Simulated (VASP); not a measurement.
# CaO (Cmcm) in VASP: a series of runs

CaO is run at these levels: PBE; tasks: single point.

All numbers are computed with VASP 6.6.1; they aren't measurements. Logs are shortened: lines on timing, memory, paths and dates and some standing lists are left out, and cuts for length are marked.

## 1. The cell of the first run

Symmetry: Cmcm, No. 63, orthorhombic system. Conventional cell: a = 4.072 Å, b = 6.543 Å, c = 5.000 Å, α = 90.00°, β = 90.00°, γ = 90.00°. Within 2.9 Å of Ca (site symmetry m2m) lie 5 O at 2.18 to 2.50 Å. O (site symmetry m2m) has 5 Ca at 2.18 to 2.50 Å within 2.9 Å.

## 2. Single point, PBE

File INCAR:

```
PREC     = Accurate       # precision mode
ENCUT    = 520            # plane-wave cutoff, eV
EDIFF    = 1E-7           # SCF threshold, eV
ISMEAR   = 0              # smearing method
SIGMA    = 0.05           # smearing width, eV
LREAL    = F              # projectors in reciprocal space
LASPH    = T              # aspherical terms in the spheres
NELM     = 60             # most SCF steps
ALGO     = Normal         # electronic algorithm
ISIF     = 2              # what is computed and relaxed
LWAVE    = F              # write WAVECAR
LCHARG   = F              # write CHGCAR
GGA      = PE             # functional
NBANDS   = 24             # bands
```

File KPOINTS:

```
Automatic mesh
0
Gamma
  9 9 6
```

File POSCAR:

```
CaO
1.0
    4.0715520625      0.0000000000      0.0000000000
   -2.0357760313      3.2715053513      0.0000000000
    0.0000000000      0.0000000000      5.0000688124
Ca O
2 2
Direct
    0.3333333333      0.6666666667      0.7500000000
    0.6666666667      0.3333333333      0.2500000000
    0.3333333333      0.6666666667      0.2500000000
    0.6666666667      0.3333333333      0.7500000000
```

Potentials or basis: VASP PAW PBE potentials, release 64 (Ca_sv, O).

Command:

```console
$ cat potpaw_PBE.64/Ca_sv/POTCAR potpaw_PBE.64/O/POTCAR > POTCAR
$ mpirun -np 1 vasp_std > vasp.out
```

OUTCAR:

```text
PREC = Accurate
   ENCUT = 520
   EDIFF = 1E-7
   ISMEAR = 0
   LREAL = F
   LASPH = T
   NELM = 60
   ISIF = 2
   GGA = PE

 ion  position               nearest neighbor table
   1  0.333  0.667  0.750-   4 2.18   4 2.31   4 2.31   3 2.50   3 2.50
   2  0.667  0.333  0.250-   3 2.18   3 2.31   3 2.31   4 2.50   4 2.50
   3  0.333  0.667  0.250-   2 2.18   2 2.31   2 2.31   1 2.50   1 2.50
   4  0.667  0.333  0.750-   1 2.18   1 2.31   1 2.31   2 2.50   2 2.50

  Warning from LATTYP: Monoclinic adjustment (A1->A3, A2->A1, A3->A2)!
  LATTYP: Found a base centered orthorhombic cell.
 ALAT       =     4.0715520625
 B/A-ratio  =     1.6070065179
 C/A-ratio  =     1.2280498286

  Lattice vectors:

 A1 = (   2.0357760313,  -3.2715053513,   0.0000000000)
 A2 = (   2.0357760312,   3.2715053513,   0.0000000000)
 A3 = (   0.0000000000,   0.0000000000,   5.0000688124)

Analysis of symmetry for initial positions (statically):
=====================================================================
 Subroutine PRICEL returns:
 Original cell was already a primitive cell.

 Routine SETGRP: Setting up the symmetry group for a
 base centered orthorhombic supercell.

 Subroutine GETGRP returns: Found  8 space group operations
 (whereof  4 operations were pure point group operations)
 out of a pool of  8 trial point group operations.

The static configuration has the point symmetry C_2h.
 The point group associated with its full space group is D_2h.

Analysis of symmetry for dynamics (positions and initial velocities):
=====================================================================
 Subroutine PRICEL returns:
 Original cell was already a primitive cell.

 Routine SETGRP: Setting up the symmetry group for a
 base centered orthorhombic supercell.

 Subroutine GETGRP returns: Found  8 space group operations
 (whereof  4 operations were pure point group operations)
 out of a pool of  8 trial point group operations.

The dynamic configuration has the point symmetry C_2h.
 The point group associated with its full space group is D_2h.

 Subroutine INISYM returns: Found  8 space group operations
 (whereof  4 operations are pure point group operations),
 and found     1 'primitive' translations

----------------------------------------------------------------------------------------

                                     Primitive cell

  volume of cell :      66.6014

  direct lattice vectors                    reciprocal lattice vectors
     4.071552063  0.000000000  0.000000000     0.245606586  0.152834841  0.000000000
    -2.035776031  3.271505351  0.000000000     0.000000000  0.305669682  0.000000000
     0.000000000  0.000000000  5.000068812     0.000000000  0.000000000  0.199997248

  length of vectors
     4.071552063  3.853197544  5.000068812     0.289276828  0.305669682  0.199997248

  position of ions in fractional coordinates (direct lattice)
     0.333333333  0.666666667  0.750000000
     0.666666667  0.333333333  0.250000000
     0.333333333  0.666666667  0.250000000
     0.666666667  0.333333333  0.750000000

  ion indices of the primitive-cell ions
   primitive index   ion index
                 1           1
                 2           2
                 3           3
                 4           4

----------------------------------------------------------------------------------------

 KPOINTS: Automatic mesh

Automatic generation of k-mesh.
 Grid dimensions read from file:
 generate k-points for:    9    9    6

 Generating k-lattice:

  Cartesian coordinates                     Fractional coordinates (reciprocal lattice)
     0.027289621  0.016981649  0.000000000     0.111111111  0.000000000  0.000000000
     0.000000000  0.033963298  0.000000000     0.000000000  0.111111111  0.000000000
     0.000000000  0.000000000  0.033332875     0.000000000  0.000000000  0.166666667

  Length of vectors
     0.032141870  0.033963298  0.033332875

  Shift w.r.t. Gamma in fractional coordinates (k-lattice)
     0.000000000  0.000000000  0.000000000

 Subroutine IBZKPT returns following result:
 ===========================================

 Found    100 irreducible k-points:

 Following reciprocal coordinates:
            Coordinates               Weight
  0.000000  0.000000  0.000000      1.000000
  0.111111 -0.000000  0.000000      4.000000
  0.222222  0.000000  0.000000      4.000000
  0.333333 -0.000000  0.000000      4.000000
  0.444444  0.000000  0.000000      4.000000
  0.000000  0.111111  0.000000      2.000000
[... 16 lines left out ...]
  0.333333  0.333333  0.000000      2.000000
  0.000000  0.444444  0.000000      2.000000
 [... further k-points ...]
   k-points           NKPTS =    100   k-points in BZ     NKDIM =    100   number of bands    NBANDS=     24
   number of dos      NEDOS =    301   number of ions     NIONS =      4
   total plane-waves  NPLWV =  36000
   dimension x,y,z NGX =    30 NGY =   30 NGZ =   40
   dimension x,y,z NGXF=    60 NGYF=   60 NGZF=   80
   ions per type =               2   2
   NGX,Y,Z   is equivalent  to a cutoff of  12.25, 12.94, 13.30 a.u.
   NGXF,Y,Z  is equivalent  to a cutoff of  24.50, 25.89, 26.60 a.u.
 SYSTEM =  unknown system
   PREC   = accura    normal or accurate (medium, high low for compatibility)
   ISTART =      0    job   : 0-new  1-cont  2-samecut
   ICHARG =      2    charge: 1-file 2-atom 10-const
   ISPIN  =      1    spin polarized calculation?
   LNONCOLLINEAR =      F non collinear calculations
   LSORBIT =      F    spin-orbit coupling
   LASPH  =      T    aspherical Exc in radial PAW
   ENCUT  =  520.0 eV  38.22 Ry    6.18 a.u.   7.57  7.16  9.30*2*pi/ulx,y,z
   NELM   =     60;   NELMIN=  2; NELMDL= -5     # of ELM steps
   EDIFF  = 0.1E-06   stopping-criterion for ELM
   LREAL  =      F    real-space projection
   EDIFFG = 0.1E-05   stopping-criterion for IOM
   NSW    =      0    number of steps for IOM
   IBRION =     -1    ionic relax: 0-MD 1-quasi-New 2-CG
   NFREE  =      0    steps in history (QN), initial steepest desc. (CG)
   ISIF   =      2    stress and relaxation
   ISYM   =      2    0-nonsym 1-usesym 2-fastsym
   POTIM  = 0.5000    time-step for ionic-motion
   TEBEG  =    0.0;   TEEND  =   0.0 temperature during run
   PSTRESS=    0.0 pullay stress
   NELECT =      32.0000    total number of electrons
   NUPDOWN=      -1.0000    fix difference up-down
   EMIN   =  10.00;   EMAX   =-10.00  energy-range for DOS
   EFERMI =   0.00;   METHOD = LEGACY
   ISMEAR =     0;   SIGMA  =   0.05  broadening in eV -4-tet -1-fermi 0-gaus
   EFERMI_NEDOS =   21; number of points for ismear=-14 and -15
   IALGO  =     38    algorithm
   IMIX   =      4    mixing-type and parameters
     AMIX     =   0.40;   BMIX     =  1.00
     AMIX_MAG =   1.60;   BMIX_MAG =  1.00
  volume/ion in A,a.u.               =      16.65       112.36
  Fermi-wavevector in a.u.,A,eV,Ry     =   1.282223  2.423050 22.369288  1.644096
  Thomas-Fermi vector in A             =   2.414547
   LORBIT       =      0    0 simple, 1 ext, 2 COOP (PROOUT), +10 PAW based schemes
   GGA     = PE    functional components
   LHFCALC =     F    Hartree Fock is set to
   AEXX    =    0.0000 exact exchange contribution
   IVDW    =     0    specifies the selected vdW correction
   LEPSILON=     F    determine dielectric tensor
   LRPA    =     F    only Hartree local field effects (RPA)
 non-spin polarized calculation
 Gauss-broadening in eV      SIGMA  =   0.05
  energy-cutoff  :      520.00
  volume of cell :       66.60
 maximum number of plane-waves:      1818
   NGX = 15   NGY = 15   NGZ = 19

 number of electron      32.0000004 magnetization

 Free energy of the ion-electron system (eV)
  ---------------------------------------------------
  ext. energy  EPLUGINS =         0.00000000
  ---------------------------------------------------
  free energy    TOTEN  =       -25.23566953 eV

  energy without entropy =      -25.23566953  energy(sigma->0) =      -25.23566953

 E-fermi :   1.5324     XC(G=0):  -9.3668

 val. band max:        1.2113159162   @ k =   0.0000   0.0000   0.0000
 cond. band min:       4.4783180022   @ k =   0.0000   0.0000   0.0000
 fundamental gap:      3.2670020859
 Fermi energy:         1.5323938865

 k-point     1 :       0.0000    0.0000    0.0000
  band No.  band energies     occupation
      1     -36.3677      2.00000
      2     -36.2583      2.00000
      3     -17.7139      2.00000
      4     -17.4603      2.00000
      5     -17.4175      2.00000
      6     -17.2984      2.00000
[... 16 lines left out ...]
     23       9.7639      0.00000
     24       9.7935      0.00000

 k-point     2 :       0.1111   -0.0000    0.0000
  band No.  band energies     occupation
      1     -36.3632      2.00000
      2     -36.2592      2.00000
      3     -17.6987      2.00000
      4     -17.5020      2.00000
      5     -17.4602      2.00000
      6     -17.3429      2.00000
[... 16 lines left out ...]
     23       9.4484      0.00000
     24       9.8677      0.00000

 k-point     3 :       0.2222    0.0000    0.0000
  band No.  band energies     occupation
      1     -36.3509      2.00000
      2     -36.2624      2.00000
      3     -17.6563      2.00000
      4     -17.6471      2.00000
      5     -17.5625      2.00000
      6     -17.4348      2.00000
[... 16 lines left out ...]
     23       9.4179      0.00000
     24       9.9741      0.00000

 k-point     4 :       0.3333   -0.0000    0.0000
  band No.  band energies     occupation
      1     -36.3349      2.00000
      2     -36.2680      2.00000
      3     -17.8035      2.00000
      4     -17.7168      2.00000
      5     -17.5974      2.00000
      6     -17.4723      2.00000
[... 16 lines left out ...]
     23       9.4550      0.00000
     24       9.6478      0.00000

 k-point     5 :       0.4444    0.0000    0.0000
  band No.  band energies     occupation
      1     -36.3218      2.00000
      2     -36.2743      2.00000
      3     -17.8999      2.00000
      4     -17.8137      2.00000
      5     -17.5461      2.00000
      6     -17.4894      2.00000
[... 451 lines left out ...]
 k-point    22 :       0.2222    0.3333    0.0000
  band No.  band energies     occupation
      1     -36.3019      2.00000
      2     -36.2848      2.00000
      3     -17.9409      2.00000
      4     -17.8636      2.00000
      5     -17.5662      2.00000
      6     -17.4689      2.00000
[... 16 lines left out ...]
     23       9.3595      0.00000
     24       9.7127      0.00000

 k-point    23 :       0.3333    0.3333    0.0000
  band No.  band energies     occupation
      1     -36.2999      2.00000
      2     -36.2878      2.00000
      3     -17.9072      2.00000
      4     -17.8754      2.00000
      5     -17.5951      2.00000
      6     -17.4548      2.00000
[... 16 lines left out ...]
     23       9.2424      0.00000
     24      10.0044      0.00000

 k-point    24 :       0.0000    0.4444    0.0000
  band No.  band energies     occupation
      1     -36.3071      2.00000
      2     -36.2795      2.00000
      3     -17.9752      2.00000
      4     -17.8434      2.00000
      5     -17.5232      2.00000
      6     -17.4954      2.00000
[... 16 lines left out ...]
     23       9.5051      0.00000
     24       9.8257      0.00000

 [... further k-points ...]
[... 5 lines left out ...]
  --------------------------------------------------------------------------------------
  -------------------------------------------------------------------------------------
  Total        0.0437967      3.0360883     -1.5059354     -0.0000000      0.0000000      0.0000000
  in kB        1.0535816     73.0367395    -36.2270792     -0.0000000      0.0000000      0.0000000
  external PRESSURE =      12.6210806 kB  Pullay stress =       0.0000000 kB

 VOLUME and BASIS-vectors are now :
 -----------------------------------------------------------------------------
  energy-cutoff  :      520.00
  volume of cell :       66.60
      direct lattice vectors                 reciprocal lattice vectors
     4.071552063  0.000000000  0.000000000     0.245606586  0.152834841  0.000000000
    -2.035776031  3.271505351  0.000000000     0.000000000  0.305669682  0.000000000
     0.000000000  0.000000000  5.000068812     0.000000000  0.000000000  0.199997248

 POSITION                                       TOTAL-FORCE (eV/Angst)
 -----------------------------------------------------------------------------------
     -0.00000      2.18100      3.75005         0.000000     -0.618584     -0.000000
      2.03578      1.09050      1.25002        -0.000000      0.618584     -0.000000
     -0.00000      2.18100      1.25002         0.000000     -0.525391      0.000000
      2.03578      1.09050      3.75005        -0.000000      0.525391      0.000000
 -----------------------------------------------------------------------------------
    total drift:                               -0.000000      0.000000     -0.000000

  FREE ENERGIE OF THE ION-ELECTRON SYSTEM (eV)
  ---------------------------------------------------
  free  energy   TOTEN  =       -25.2356695319 eV

  energy  without entropy=      -25.2356695319  energy(sigma->0) =      -25.23566953
```

It took 75 s on 1 thread of Intel Xeon 6975P-C (Granite Rapids), shared host; peak memory 0.27 GiB.

What came out:

```yaml
Free_energy: -25.2357 eV
Pressure: 1.3 GPa
Largest_force: 0.619 eV/Å
Band_gap_on_the_k_mesh: 3.27 eV
```

Forces on the atoms (eV/Å):
```
Ca   0.000 -0.619  0.000
Ca   0.000  0.619  0.000
O    0.000 -0.525  0.000
O    0.000  0.525  0.000
```

Levels at points of the mesh, in eV from the valence-band top:
```
           k point  band 12  band 13  band 14  band 15  band 16  band 17  band 18  band 19  band 20  band 21
(0.00, 0.00, 0.00)    -1.20    -1.16    -1.04    -1.03     0.00     3.27     6.31     6.38     7.30     7.63
(0.00, 0.00, 0.50)    -1.42    -1.25    -1.25    -1.11    -1.11     5.13     5.13     7.69     7.69     7.82
```

Caveat: the cell differs from its parent crystal (strain +e along x and -e along y +0.0367, strain +e along z and -e/2 along x and y +0.0400); an odd mesh through Γ misses points on the zone boundary, where band edges can lie.

(Part 1 of 2 ends here.)
